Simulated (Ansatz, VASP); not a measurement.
One calculation of HfO2, two programs

The input INCAR:

```
PREC = Accurate
ENCUT = 520
EDIFF = 1E-7
ISMEAR = 0
SIGMA = 0.05
LREAL = F
LASPH = T
NELM = 80
ALGO = Normal
ISIF = 2
LWAVE = F
LCHARG = T
GGA = PE
LELF = T
LVHAR = T
NBANDS = 31
```

File KPOINTS:

```
regular mesh
0
Gamma
  6 6 6
```

POSCAR

```
HfO2
1.0
    3.5580193300      0.0000000000      0.0000000000
    0.0000000000      3.5580193300      0.0000000000
    0.0000000000      0.0000000000      5.1718612100
Hf O
2 4
Direct
    0.5731477924      0.5000000000      0.4711493578
    0.0000000000      0.0000000000      0.0000000000
    0.0000000000      0.5000000000      0.6972078800
    0.5000000000      0.0000000000      0.8027921200
    0.5000000000      0.0000000000      0.3027921200
    0.0000000000      0.5000000000      0.1972078800
```

Input for Ansatz:

```yaml
crystal:
  lattice:
    - [3.55801933, 0.0, 0.0]
    - [0.0, 3.55801933, 0.0]
    - [0.0, 0.0, 5.17186121]
  atoms:
    - { symbol: Hf, position: [0.5731477924, 0.5, 0.4711493578] }
    - { symbol: Hf, position: [0.0, 0.0, 0.0] }
    - { symbol: O, position: [0.0, 0.5, 0.69720788] }
    - { symbol: O, position: [0.5, 0.0, 0.80279212] }
    - { symbol: O, position: [0.5, 0.0, 0.30279212] }
    - { symbol: O, position: [0.0, 0.5, 0.19720788] }
basis:
  ecutwfc: 420
kpoints:
  mp_grid: { grid: [6, 6, 6] }
hamiltonian:
  xc: pbe
scf:
  occupations: { method: gaussian, width: 0.05 }
output:
  forces: true
  stress: true
  eigenvalues: true
```

Alike in both runs: task single point; functional PBE; k mesh 6 × 6 × 6; occupations gaussian, width 0.05 eV; no spin polarisation.

```csv
,VASP,Ansatz
version,VASP 6.6.1,Ansatz 0.2.0
potentials or method,"VASP PAW PBE potentials, release 64 (Hf_pv, O), cutoff 520 eV","scalar-relativistic, plane waves, PAW"
valence electrons in the cell,44,76
```

|  | VASP | Ansatz | Ansatz less VASP |
| --- | --- | --- | --- |
| gap on the k mesh at the Fermi level (eV) | 4.41 | 4.43 | +0.023 |
| least direct gap on the mesh (eV) | 4.49 | 4.51 | +0.025 |
| pressure (GPa) | 12.1 | 15.4 | +3.33 |
| traceless stress, the component that is largest in VASP (GPa) | 4.53 | 4.51 | -0.017 |
| rms of the force components (eV/Å) | 1.127 | 1.145 | +0.0179 |

Atom by atom the forces differ by 0.033 eV/Å (rms over components). With one functional, cell and mesh, what is left measures potentials, basis and numerics. VASP's potentials hold 44 valence electrons a cell and Ansatz's 76, so a difference there can come from the potentials and not from the codes.

Spin-orbit coupling is off throughout.
